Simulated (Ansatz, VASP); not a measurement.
**B3O2: VASP beside Ansatz**

```xyz
5
Lattice="2.9323 -2.2663 0.0000 2.9323 2.2663 0.0000 -2.5572 0.0000 3.6817" Properties=species:S:1:pos:R:3 pbc="T T T"
B     1.7463   -0.8956    0.2695
B     1.7463    0.8956    0.2695
B     1.9104    0.0000    2.4613
O     1.8342   -1.1258    1.5966
O     1.8342    1.1258    1.5966
```

Alike in both runs: task relaxation of cell and atoms; functional PBE; k mesh 6 × 6 × 6; occupations gaussian, width 0.1 eV; no spin polarisation.

|  | VASP | Ansatz |
| --- | --- | --- |
| version | VASP 6.6.1 | Ansatz 0.2.0 |
| potentials or method | VASP PAW PBE potentials, release 64 (B, O), cutoff 600 eV | scalar-relativistic, plane waves, PAW |
| valence electrons in the cell | 21 | 21 |

VASP gave:

| Property | Result |
| --- | --- |
| gap on the k mesh at the Fermi level, each at its own relaxed structure (eV) | none |
| relaxed volume (Å³/atom) | 9.71 |
| relaxed cell length with the largest relative difference (Å) | 4.513 |

Q: Which values does Ansatz return?

A: gap on the k mesh at the Fermi level, each at its own relaxed structure (eV): none; relaxed volume (Å³/atom): 9.75; relaxed cell length with the largest relative difference (Å): 4.617.

A gap of «none» marks a metal or a gap that the smearing closes.
